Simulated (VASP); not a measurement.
# F (C2/m) in VASP: single point with PBE

Aim: the single point of F with PBE.

All numbers are computed with VASP 6.6.1; they aren't measurements. Logs are shortened: lines on timing, memory, paths and dates and some standing lists are left out, and cuts for length are marked.

**1. The cell of the first run**

It takes space group C2/m (No. 12, monoclinic). Conventional cell: a = 5.374 Å, b = 3.103 Å, c = 7.265 Å, α = 90.00°, β = 107.54°, γ = 90.00°. Within 1.9 Å of F (site symmetry m) lie 1 F at 1.40 Å. F (site symmetry m) has 1 F at 1.40 Å within 1.9 Å.

**2. Single point, PBE**

File INCAR:

```
SYSTEM = F
PREC = Accurate
ENCUT = 520
EDIFF = 1E-6
ISMEAR = 0
SIGMA = 0.01
LREAL = .FALSE.
LASPH = .TRUE.
NELM = 80
ALGO = Normal
ISIF = 2
LWAVE = .FALSE.
LCHARG = .FALSE.
GGA = PE
NBANDS = 22
```

File KPOINTS:

```
regular mesh
0
G
  4 4 2
  0 0 0
```

File POSCAR:

```
F
1.0
    2.6871609990     -1.5515692353     -0.0117775487
    2.6871609990      1.5515692353     -0.0117775487
   -2.1586188292      0.0000000000      6.9370003491
F
4
Direct
    0.5042747577      0.5042747577      0.4047570439
    0.0825967397      0.0825967397      0.0951117768
    0.4957252423      0.4957252423      0.5952429561
    0.9174032603      0.9174032603      0.9048882232
```

Potentials or basis: VASP PAW PBE potentials, release 64 (F).

Started as:

```sh
$ cat potpaw_PBE.64/F/POTCAR > POTCAR
$ mpirun -np 1 vasp_std > vasp.out
```

OUTCAR:

```text
SYSTEM = F
   PREC = Accurate
   ENCUT = 520
   EDIFF = 1E-6
   ISMEAR = 0
   LREAL = .FALSE.
   LASPH = .TRUE.
   NELM = 80
   ISIF = 2
   GGA = PE

 ion  position               nearest neighbor table
   1  0.504  0.504  0.405-   3 1.40
   2  0.083  0.083  0.095-   4 1.40
   3  0.496  0.496  0.595-   1 1.40
   4  0.917  0.917  0.905-   2 1.40

  LATTYP: Found a base centered monoclinic cell.
 ALAT       =     5.3743736175
 B/A-ratio  =     0.5773953751
 C/A-ratio  =     1.3518031633
 COS(beta)  =    -0.3013039584

  Lattice vectors:

 A1 = (   2.6871609990,  -1.5515692353,  -0.0117775487)
 A2 = (   2.6871609990,   1.5515692353,  -0.0117775487)
 A3 = (  -2.1586188292,   0.0000000000,   6.9370003491)

Analysis of symmetry for initial positions (statically):
=====================================================================
 Subroutine PRICEL returns:
 Original cell was already a primitive cell.

 Routine SETGRP: Setting up the symmetry group for a
 base centered monoclinic supercell.

 Subroutine GETGRP returns: Found  4 space group operations
 (whereof  4 operations were pure point group operations)
 out of a pool of  4 trial point group operations.

The static configuration has the point symmetry C_2h.

Analysis of symmetry for dynamics (positions and initial velocities):
=====================================================================
 Subroutine PRICEL returns:
 Original cell was already a primitive cell.

 Routine SETGRP: Setting up the symmetry group for a
 base centered monoclinic supercell.

 Subroutine GETGRP returns: Found  4 space group operations
 (whereof  4 operations were pure point group operations)
 out of a pool of  4 trial point group operations.

The dynamic configuration has the point symmetry C_2h.

 Subroutine INISYM returns: Found  4 space group operations
 (whereof  4 operations are pure point group operations),
 and found     1 'primitive' translations

----------------------------------------------------------------------------------------

                                     Primitive cell

  volume of cell :      57.7662

[... 75 lines left out ...]
   ISPIN  =      1    spin polarized calculation?
   LNONCOLLINEAR =      F non collinear calculations
   LSORBIT =      F    spin-orbit coupling
   LASPH  =      T    aspherical Exc in radial PAW
   ENCUT  =  520.0 eV  38.22 Ry    6.18 a.u.   5.77  5.77 13.51*2*pi/ulx,y,z
   NELM   =     80;   NELMIN=  2; NELMDL= -5     # of ELM steps
   EDIFF  = 0.1E-05   stopping-criterion for ELM
   LREAL  =      F    real-space projection
   EDIFFG = 0.1E-04   stopping-criterion for IOM
   NSW    =      0    number of steps for IOM
   IBRION =     -1    ionic relax: 0-MD 1-quasi-New 2-CG
   NFREE  =      0    steps in history (QN), initial steepest desc. (CG)
   ISIF   =      2    stress and relaxation
   ISYM   =      2    0-nonsym 1-usesym 2-fastsym
   POTIM  = 0.5000    time-step for ionic-motion
   TEBEG  =    0.0;   TEEND  =   0.0 temperature during run
   PSTRESS=    0.0 pullay stress
   NELECT =      28.0000    total number of electrons
   NUPDOWN=      -1.0000    fix difference up-down
   EMIN   =  10.00;   EMAX   =-10.00  energy-range for DOS
   EFERMI =   0.00;   METHOD = LEGACY
   ISMEAR =     0;   SIGMA  =   0.01  broadening in eV -4-tet -1-fermi 0-gaus
   EFERMI_NEDOS =   21; number of points for ismear=-14 and -15
   IALGO  =     38    algorithm
   IMIX   =      4    mixing-type and parameters
     AMIX     =   0.40;   BMIX     =  1.00
     AMIX_MAG =   1.60;   BMIX_MAG =  1.00
  volume/ion in A,a.u.               =      14.44        97.46
  Fermi-wavevector in a.u.,A,eV,Ry     =   1.285986  2.430161 22.500769  1.653760
  Thomas-Fermi vector in A             =   2.418087
   LORBIT       =      0    0 simple, 1 ext, 2 COOP (PROOUT), +10 PAW based schemes
   GGA     = PE    functional components
   LHFCALC =     F    Hartree Fock is set to
   AEXX    =    0.0000 exact exchange contribution
   IVDW    =     0    specifies the selected vdW correction
   LEPSILON=     F    determine dielectric tensor
   LRPA    =     F    only Hartree local field effects (RPA)
 non-spin polarized calculation
 Gauss-broadening in eV      SIGMA  =   0.01
  energy-cutoff  :      520.00
  volume of cell :       57.77
 maximum number of plane-waves:      1578
   NGX = 11   NGY = 11   NGZ = 27

 number of electron      28.0000004 magnetization

 Free energy of the ion-electron system (eV)
  ---------------------------------------------------
  ext. energy  EPLUGINS =         0.00000000
  ---------------------------------------------------
  free energy    TOTEN  =        -7.21961993 eV

  energy without entropy =       -7.21961993  energy(sigma->0) =       -7.21961993

 E-fermi :  -4.4748     XC(G=0):  -8.0773

 val. band max:       -4.5259162415   @ k =   0.5000   0.5000   0.0000
 cond. band min:      -1.7653956470   @ k =   0.0000   0.0000   0.0000
 fundamental gap:      2.7605205944
 Fermi energy:        -4.4748055334

 k-point     1 :       0.0000    0.0000    0.0000
  band No.  band energies     occupation
      1     -29.9144      2.00000
      2     -29.7690      2.00000
      3     -23.3906      2.00000
      4     -22.9898      2.00000
      5     -11.4932      2.00000
      6     -10.5420      2.00000
[... 339 lines left out ...]
     21      11.9866      0.00000
     22      12.2689      0.00000

------------------------ aborting loop because EDIFF is reached ----------------------------------------

  FORCE on cell =-STRESS in cart. coord.  units (eV):
  Direction    XX          YY          ZZ          XY          YZ          ZX
  --------------------------------------------------------------------------------------
  -------------------------------------------------------------------------------------
  Total        0.7294517      0.3581784      2.8126949      0.0000000      0.0000000      0.0227336
  in kB       20.2317433      9.9342751     78.0116314      0.0000000      0.0000000      0.6305297
  external PRESSURE =      36.0592166 kB  Pullay stress =       0.0000000 kB

 VOLUME and BASIS-vectors are now :
 -----------------------------------------------------------------------------
  energy-cutoff  :      520.00
  volume of cell :       57.77
      direct lattice vectors                 reciprocal lattice vectors
     2.687160999 -1.551569235 -0.011777549     0.186324100 -0.322254392  0.057979341
     2.687160999  1.551569235 -0.011777549     0.186324100  0.322254392  0.057979341
    -2.158618829  0.000000000  6.937000349     0.000632677  0.000000000  0.144351400

 POSITION                                       TOTAL-FORCE (eV/Angst)
 -----------------------------------------------------------------------------------
      1.83642      0.00000      2.79592         0.326870      0.000000     -0.972551
      0.23859      0.00000      0.65784         0.339669      0.000000      0.979263
      1.37928      0.00000      4.11752        -0.326870      0.000000      0.972551
      2.97711      0.00000      6.25560        -0.339669      0.000000     -0.979263
 -----------------------------------------------------------------------------------
    total drift:                               -0.000000      0.000000      0.000000

  FREE ENERGIE OF THE ION-ELECTRON SYSTEM (eV)
  ---------------------------------------------------
  free  energy   TOTEN  =        -7.2196199271 eV

  energy  without entropy=       -7.2196199271  energy(sigma->0) =       -7.21961993
```

stdout:

```text
POSCAR found type information on POSCAR F
 POSCAR found :  1 types and       4 ions
 scaLAPACK will be used
 LDA part: xc-table for (Slater+PW92), standard interpolation
 POSCAR, INCAR and KPOINTS ok, starting setup
 FFT: planning ... GRIDC
 FFT: planning ... GRID_SOFT
 FFT: planning ... GRID
 WAVECAR not read
 entering main loop
```

Run time: 16 s. Hardware: 1 thread of Intel Xeon 8259CL, shared host; peak memory 0.17 GiB.

Results:

```
Free energy            : -7.2196 eV
Pressure               : 3.6 GPa
Largest force          : 1.036 eV/Å
Band gap on the k mesh : 2.76 eV (least direct gap 2.81 eV)
```

Forces in eV/Å, atoms in the order of the input:
```
F    0.327  0.000 -0.973
F    0.340  0.000  0.979
F   -0.327  0.000  0.973
F   -0.340  0.000 -0.979
```

Stress tensor (GPa, compression positive):
```
2.02 0.00 0.06
0.00 0.99 0.00
0.06 0.00 7.80
```

Levels at points of the mesh, in eV from the valence-band top:
```csv
k point,band 11,band 12,band 13,band 14,band 15,band 16,band 17,band 18
"(0.00, 0.00, 0.00)",-0.35,-0.19,-0.16,-0.05,2.76,3.92,9.40,11.65
"(0.50, 0.00, 0.00)",-0.69,-0.65,-0.35,-0.28,3.45,3.52,14.21,14.35
"(0.50, 0.50, 0.00)",-0.65,-0.43,-0.34,0.00,3.37,3.48,14.23,14.73
"(0.00, 0.00, 0.50)",-0.32,-0.25,-0.13,-0.08,3.30,3.36,10.23,10.25
"(0.50, 0.00, 0.50)",-0.84,-0.50,-0.41,-0.14,3.23,3.69,14.30,14.69
"(0.50, 0.50, 0.50)",-0.65,-0.57,-0.19,-0.14,3.44,3.49,14.11,14.34
```

Caveat: the k points lie up to 0.59 Å⁻¹ apart; this functional lacks dispersion, which holds the molecules together, so the pressure and a relaxed volume are unreliable; forces of over 1 eV/Å act on the atoms, so gaps and moduli don't describe the material at rest. A k mesh can miss the band edges.
